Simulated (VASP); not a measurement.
# Ta in VASP: further runs

Ta is run at these levels: PBE; tasks: single point.

Program: VASP 6.6.1. These are calculated values, not measurements. Logs are shortened: lines on timing, memory, paths and dates and some standing lists are left out, and cuts for length are marked.

### 1 The cell of the first run

The cell holds a slab with vacuum, 6 atoms: a = 4.694 Å, b = 4.694 Å, c = 18.791 Å, α = 90.00°, β = 90.00°, γ = 120.00°.

### 2 Single point, PBE

Input file INCAR:

```
SYSTEM = Ta
  PREC = Accurate
  ENCUT = 520
  EDIFF = 1E-6
  ISMEAR = 0
  SIGMA = 0.1
  LREAL = .FALSE.
  LASPH = .TRUE.
  NELM = 60
  ALGO = Normal
  ISIF = 2
  LWAVE = .FALSE.
  LCHARG = .FALSE.
  LDIPOL = .TRUE.
  IDIPOL = 3
  DIPOL = 0.5 0.5 0.495
  GGA = PE
  NBANDS = 42
```

Input file KPOINTS:

```
Automatic mesh
0
G
  6 6 1
  0 0 0
```

Input file POSCAR:

```
Ta
1.0
    4.6937283333      0.0000000000      0.0000000000
   -2.3468641667      4.0648879751      0.0000000000
    0.0000000000      0.0000000000     18.7905164200
Ta
6
Direct
    0.6666666667      0.3333333333      0.3725283459
    0.3333333333      0.6666666667      0.4235170075
    0.0000000000      0.0000000000      0.4745056692
    0.6666666667      0.3333333333      0.5215220168
    0.3333333333      0.6666666667      0.5659737233
    0.0000000000      0.0000000000      0.6113824575
```

Potentials or basis: VASP PAW PBE potentials, release 64 (Ta_pv).

Started as:

```bash
> cat potpaw_PBE.64/Ta_pv/POTCAR > POTCAR
> mpirun -np 1 vasp_std > vasp.out
```

OUTCAR:

```text
SYSTEM = Ta
   PREC = Accurate
   ENCUT = 520
   EDIFF = 1E-6
   ISMEAR = 0
   LREAL = .FALSE.
   LASPH = .TRUE.
   NELM = 60
   ISIF = 2
   GGA = PE

 ion  position               nearest neighbor table
   1  0.667  0.333  0.373-   4 2.80   2 2.87   2 2.87   2 2.87   3 3.32   3 3.32   3 3.32
   2  0.333  0.667  0.424-   5 2.68   1 2.87   1 2.87   3 2.87   1 2.87   3 2.87   3 2.87   4 3.28
                             4 3.28   4 3.28
   3  0.000  0.000  0.475-   6 2.57   4 2.85   4 2.85   4 2.85   2 2.87   2 2.87   2 2.87   5 3.21
                             5 3.21   5 3.21   1 3.32   1 3.32   1 3.32
   4  0.667  0.333  0.522-   1 2.80   5 2.84   5 2.84   5 2.84   3 2.85   3 2.85   3 2.85   6 3.19
                             6 3.19   6 3.19   2 3.28   2 3.28   2 3.28
   5  0.333  0.667  0.566-   2 2.68   4 2.84   4 2.84   4 2.84   6 2.84   6 2.84   6 2.84   3 3.21
                             3 3.21   3 3.21
   6  0.000  0.000  0.611-   3 2.57   5 2.84   5 2.84   5 2.84   4 3.19   4 3.19   4 3.19

  LATTYP: Found a hexagonal cell.
 ALAT       =     4.6937283333
 C/A-ratio  =     4.0033242416

  Lattice vectors:

 A1 = (   4.6937283333,   0.0000000000,   0.0000000000)
 A2 = (  -2.3468641667,   4.0648879751,   0.0000000000)
 A3 = (   0.0000000000,   0.0000000000,  18.7905164200)

Analysis of symmetry for initial positions (statically):
=====================================================================
 Subroutine PRICEL returns:
 Original cell was already a primitive cell.

 Routine SETGRP: Setting up the symmetry group for a
 hexagonal supercell.

 Subroutine GETGRP returns: Found  6 space group operations
 (whereof  6 operations were pure point group operations)
 out of a pool of 24 trial point group operations.

The static configuration has the point symmetry C_3v.

Analysis of symmetry for dynamics (positions and initial velocities):
=====================================================================
 Subroutine PRICEL returns:
 Original cell was already a primitive cell.

 Routine SETGRP: Setting up the symmetry group for a
 hexagonal supercell.

 Subroutine GETGRP returns: Found  6 space group operations
 (whereof  6 operations were pure point group operations)
 out of a pool of 24 trial point group operations.

The dynamic configuration has the point symmetry C_3v.

 Subroutine INISYM returns: Found  6 space group operations
 (whereof  6 operations are pure point group operations),
 and found     1 'primitive' translations

----------------------------------------------------------------------------------------

                                     Primitive cell

  volume of cell :     358.5133

  direct lattice vectors                    reciprocal lattice vectors
     4.693728333  0.000000000  0.000000000     0.213050251  0.123004620  0.000000000
    -2.346864167  4.064887975  0.000000000     0.000000000  0.246009240  0.000000000
     0.000000000  0.000000000 18.790516420     0.000000000  0.000000000  0.053218335

  length of vectors
     4.693728333  4.693728333 18.790516420     0.246009240  0.246009240  0.053218335

  position of ions in fractional coordinates (direct lattice)
     0.666666667  0.333333333  0.372528346
     0.333333333  0.666666667  0.423517008
     0.000000000  0.000000000  0.474505669
     0.666666667  0.333333333  0.521522017
     0.333333333  0.666666667  0.565973723
     0.000000000  0.000000000  0.611382457

  ion indices of the primitive-cell ions
   primitive index   ion index
                 1           1
                 2           2
                 3           3
                 4           4
                 5           5
                 6           6

----------------------------------------------------------------------------------------

 KPOINTS: Automatic mesh

Automatic generation of k-mesh.
 Grid dimensions read from file:
 generate k-points for:    6    6    1

 Generating k-lattice:

  Cartesian coordinates                     Fractional coordinates (reciprocal lattice)
     0.035508375  0.020500770  0.000000000     0.166666667 -0.000000000  0.000000000
     0.000000000  0.041001540  0.000000000     0.000000000  0.166666667  0.000000000
     0.000000000  0.000000000  0.053218335     0.000000000  0.000000000  1.000000000

  Length of vectors
     0.041001540  0.041001540  0.053218335

  Shift w.r.t. Gamma in fractional coordinates (k-lattice)
     0.000000000  0.000000000  0.000000000

 Subroutine IBZKPT returns following result:
 ===========================================

 Found      7 irreducible k-points:

 Following reciprocal coordinates:
            Coordinates               Weight
  0.000000  0.000000  0.000000      1.000000
  0.166667 -0.000000  0.000000      6.000000
  0.333333  0.000000  0.000000      6.000000
  0.500000  0.000000  0.000000      3.000000
  0.166667  0.166667  0.000000      6.000000
  0.333333  0.166667  0.000000     12.000000
  0.333333  0.333333  0.000000      2.000000
   k-points           NKPTS =      7   k-points in BZ     NKDIM =      7   number of bands    NBANDS=     42
   number of dos      NEDOS =    301   number of ions     NIONS =      6
   total plane-waves  NPLWV = 181440
   dimension x,y,z NGX =    36 NGY =   36 NGZ =  140
   dimension x,y,z NGXF=    72 NGYF=   72 NGZF=  280
   ions per type =               6
   NGX,Y,Z   is equivalent  to a cutoff of  12.75, 12.75, 12.39 a.u.
   NGXF,Y,Z  is equivalent  to a cutoff of  25.50, 25.50, 24.77 a.u.
 SYSTEM =  Ta
   PREC   = accura    normal or accurate (medium, high low for compatibility)
   ISTART =      0    job   : 0-new  1-cont  2-samecut
   ICHARG =      2    charge: 1-file 2-atom 10-const
   ISPIN  =      1    spin polarized calculation?
   LNONCOLLINEAR =      F non collinear calculations
   LSORBIT =      F    spin-orbit coupling
   LASPH  =      T    aspherical Exc in radial PAW
   ENCUT  =  520.0 eV  38.22 Ry    6.18 a.u.   8.73  8.73 34.94*2*pi/ulx,y,z
   NELM   =     60;   NELMIN=  2; NELMDL= -5     # of ELM steps
   EDIFF  = 0.1E-05   stopping-criterion for ELM
   LREAL  =      F    real-space projection
   EDIFFG = 0.1E-04   stopping-criterion for IOM
   NSW    =      0    number of steps for IOM
   IBRION =     -1    ionic relax: 0-MD 1-quasi-New 2-CG
   NFREE  =      0    steps in history (QN), initial steepest desc. (CG)
   ISIF   =      2    stress and relaxation
   ISYM   =      2    0-nonsym 1-usesym 2-fastsym
   POTIM  = 0.5000    time-step for ionic-motion
   TEBEG  =    0.0;   TEEND  =   0.0 temperature during run
   PSTRESS=    0.0 pullay stress
   NELECT =      66.0000    total number of electrons
   NUPDOWN=      -1.0000    fix difference up-down
   EMIN   =  10.00;   EMAX   =-10.00  energy-range for DOS
   EFERMI =   0.00;   METHOD = LEGACY
   ISMEAR =     0;   SIGMA  =   0.10  broadening in eV -4-tet -1-fermi 0-gaus
   EFERMI_NEDOS =   21; number of points for ismear=-14 and -15
   IALGO  =     38    algorithm
   IMIX   =      4    mixing-type and parameters
     AMIX     =   0.40;   BMIX     =  1.00
     AMIX_MAG =   1.60;   BMIX_MAG =  1.00
  volume/ion in A,a.u.               =      59.75       403.23
  Fermi-wavevector in a.u.,A,eV,Ry     =   0.931296  1.759894 11.800499  0.867312
  Thomas-Fermi vector in A             =   2.057774
   LORBIT       =      0    0 simple, 1 ext, 2 COOP (PROOUT), +10 PAW based schemes
   GGA     = PE    functional components
   LHFCALC =     F    Hartree Fock is set to
   AEXX    =    0.0000 exact exchange contribution
   IVDW    =     0    specifies the selected vdW correction
   LEPSILON=     F    determine dielectric tensor
   LRPA    =     F    only Hartree local field effects (RPA)
 non-spin polarized calculation
 Gauss-broadening in eV      SIGMA  =   0.10
  energy-cutoff  :      520.00
  volume of cell :      358.51
 maximum number of plane-waves:      9667
 NGX is ok and might be reduce to    36
   NGX = 17   NGY = 17   NGZ = 69

 dipolmoment           0.000000      0.000000     -0.001211 electrons x Angstroem

 number of electron      65.9999990 magnetization

 dipolmoment           0.000000      0.000000      0.017589 electrons x Angstroem

 Free energy of the ion-electron system (eV)
  ---------------------------------------------------
  ext. energy  EPLUGINS =         0.00000000
  ---------------------------------------------------
  free energy    TOTEN  =       -64.06090255 eV

  energy without entropy =      -64.03216635  energy(sigma->0) =      -64.04653445

 E-fermi :  -0.6361     XC(G=0):  -5.0167

 val. band max:       -0.6654177326   @ k =   0.3333   0.3333   0.0000
 cond. band min:      -0.6262806684   @ k =   0.3333   0.3333   0.0000
 fundamental gap:      0.0391370642
 Fermi energy:        -0.6361143899

 k-point     1 :       0.0000    0.0000    0.0000
  band No.  band energies     occupation
      1     -35.3511      2.00000
      2     -35.2426      2.00000
      3     -35.0210      2.00000
      4     -35.0210      2.00000
      5     -34.8756      2.00000
      6     -34.8756      2.00000
[... 34 lines left out ...]
     41       1.8891      0.00000
     42       1.8891      0.00000

 k-point     2 :       0.1667   -0.0000    0.0000
  band No.  band energies     occupation
      1     -35.3580      2.00000
      2     -35.2549      2.00000
      3     -35.0570      2.00000
      4     -35.0329      2.00000
      5     -34.9479      2.00000
      6     -34.9201      2.00000
[... 34 lines left out ...]
     41       1.7606      0.00000
     42       1.8442      0.00000

 k-point     3 :       0.3333    0.0000    0.0000
  band No.  band energies     occupation
      1     -35.3733      2.00000
      2     -35.2840      2.00000
      3     -35.1297      2.00000
      4     -35.0195      2.00000
      5     -34.9868      2.00000
      6     -34.9085      2.00000
[... 132 lines left out ...]
      4     -35.0177      2.00000
      5     -34.9911      2.00000
      6     -34.9002      2.00000
[... 34 lines left out ...]
     41       1.4090      0.00000
     42       1.6251      0.00000

 k-point     7 :       0.3333    0.3333    0.0000
  band No.  band energies     occupation
      1     -35.3799      2.00000
      2     -35.3261      2.00000
      3     -35.0639      2.00000
      4     -34.9970      2.00000
      5     -34.9878      2.00000
      6     -34.9425      2.00000
[... 34 lines left out ...]
     41       1.3268      0.00000
     42       1.3869      0.00000

------------------------ aborting loop because EDIFF is reached ----------------------------------------

 vacuum level on the upper side and lower side of the slab       (xc-potential included)        -0.096        -0.240

  FORCE on cell =-STRESS in cart. coord.  units (eV):
  Direction    XX          YY          ZZ          XY          YZ          ZX
  --------------------------------------------------------------------------------------
  -------------------------------------------------------------------------------------
  Total       -4.8447891     -4.8447891     -3.5110006      0.0000000      0.0000000     -0.0000000
  in kB      -21.6511124    -21.6511124    -15.6904802      0.0000000      0.0000000     -0.0000000
  external PRESSURE =     -19.6642350 kB  Pullay stress =       0.0000000 kB

 VOLUME and BASIS-vectors are now :
 -----------------------------------------------------------------------------
  energy-cutoff  :      520.00
  volume of cell :      358.51
      direct lattice vectors                 reciprocal lattice vectors
     4.693728333  0.000000000  0.000000000     0.213050251  0.123004620  0.000000000
    -2.346864167  4.064887975  0.000000000     0.000000000  0.246009240  0.000000000
     0.000000000  0.000000000 18.790516420     0.000000000  0.000000000  0.053218335

 POSITION                                       TOTAL-FORCE (eV/Angst)
 -----------------------------------------------------------------------------------
      2.34686      1.35496      7.00000        -0.000000      0.000000      1.909907
     -0.00000      2.70993      7.95810        -0.000000      0.000000     -0.198622
      0.00000      0.00000      8.91621         0.000000     -0.000000     -1.709343
      2.34686      1.35496      9.79967         0.000000      0.000000     -0.012195
     -0.00000      2.70993     10.63494         0.000000     -0.000000      0.023461
      0.00000      0.00000     11.48819         0.000000      0.000000     -0.013207
 -----------------------------------------------------------------------------------
    total drift:                               -0.000000     -0.000000      0.000056

  FREE ENERGIE OF THE ION-ELECTRON SYSTEM (eV)
  ---------------------------------------------------
  free  energy   TOTEN  =       -64.0609025473 eV

  energy  without entropy=      -64.0321663493  energy(sigma->0) =      -64.04653445

 vacuum level on the upper side and lower side of the slab         2.804         2.653
```

Run time: 4.4 min. Hardware: 1 thread of AMD EPYC 7R43 (Zen 3), shared host; peak memory 0.4 GiB.

What came out:

```yaml
Free_energy: -64.0609 eV
Largest_force: 1.910 eV/Å
```

Forces on the atoms (eV/Å):
```
Ta   0.000  0.000  1.910
Ta   0.000  0.000 -0.199
Ta   0.000  0.000 -1.709
Ta   0.000  0.000 -0.012
Ta   0.000  0.000  0.023
Ta   0.000  0.000 -0.013
```

Levels at points of the mesh, in eV from the Fermi level:
```tsv
k point	band 29	band 30	band 31	band 32	band 33	band 34	band 35	band 36	band 37	band 38
(0.00, 0.00, 0.00)	-1.09	-0.83	-0.83	-0.32	-0.32	0.05	0.21	0.33	0.33	2.20
(0.50, 0.00, 0.00)	-1.28	-0.89	-0.83	-0.47	-0.19	0.24	0.30	0.93	1.11	1.21
```

Caveat: spin-orbit coupling is left out, which moves the levels of the heavy elements.

### 3 Single point, PBE

This run uses another cell than the first one, of 63.56 Å³/atom, 1.064 times its volume.

Input file INCAR:

```
SYSTEM = Ta
PREC     = Accurate       ! precision mode
ENCUT    = 520            ! plane-wave cutoff, eV
EDIFF    = 1E-6           ! SCF threshold, eV
ISMEAR   = 0              ! smearing method
SIGMA    = 0.1            ! smearing width, eV
LREAL    = .False.        ! projectors in reciprocal space
LASPH    = .True.         ! aspherical terms in the spheres
NELM     = 60             ! most SCF steps
ALGO     = Normal         ! electronic algorithm
ISIF     = 2              ! what is computed and relaxed
LWAVE    = .False.        ! write WAVECAR
LCHARG   = .False.        ! write CHGCAR
LDIPOL   = .True.       
IDIPOL   = 3            
DIPOL    = 0.5 0.5 0.315
GGA      = PE             ! functional
NBANDS   = 42             ! bands
```

Input file KPOINTS:

```
Automatic mesh
0
Gamma
  6 6 1
  0 0 0
```

Input file POSCAR:

```
Ta
1.0
    4.6937283334      0.0000000000      0.0000000000
   -2.3468641667      4.0648879751      0.0000000000
    0.0000000000      0.0000000000     19.9881921067
Ta
6
Direct
    0.6666666667      0.3333333333      0.2001181487
    0.3333333333      0.6666666667      0.2480516125
    0.0000000000      0.0000000000      0.2959850764
    0.6666666667      0.3333333333      0.3401842440
    0.3333333333      0.6666666667      0.3819724415
    0.0000000000      0.0000000000      0.4246603225
```

Potentials or basis: VASP PAW PBE potentials, release 64 (Ta_pv).

Started as:

```bash
> cat potpaw_PBE.64/Ta_pv/POTCAR > POTCAR
> mpirun -np 1 vasp_std > vasp.out
```

It took 4.6 min on 1 thread of AMD EPYC 7R43 (Zen 3), shared host; peak memory 0.42 GiB.

Results (log left out):

* Free energy: -64.0609 eV
* Largest force: 1.910 eV/Å

Forces in eV/Å, atoms in the order of the input:
```
Ta   0.000  0.000  1.910
Ta   0.000  0.000 -0.199
Ta   0.000  0.000 -1.710
Ta   0.000  0.000 -0.012
Ta   0.000  0.000  0.024
Ta   0.000  0.000 -0.013
```

Levels at points of the mesh, in eV from the Fermi level:
```csv
k point,band 31,band 32,band 33,band 34,band 35,band 36
"(0.00, 0.00, 0.00)",-0.83,-0.32,-0.32,0.05,0.21,0.33
"(0.50, 0.00, 0.00)",-0.83,-0.47,-0.19,0.24,0.30,0.93
```

Caveat: spin-orbit coupling is left out, which moves the levels of the heavy elements.
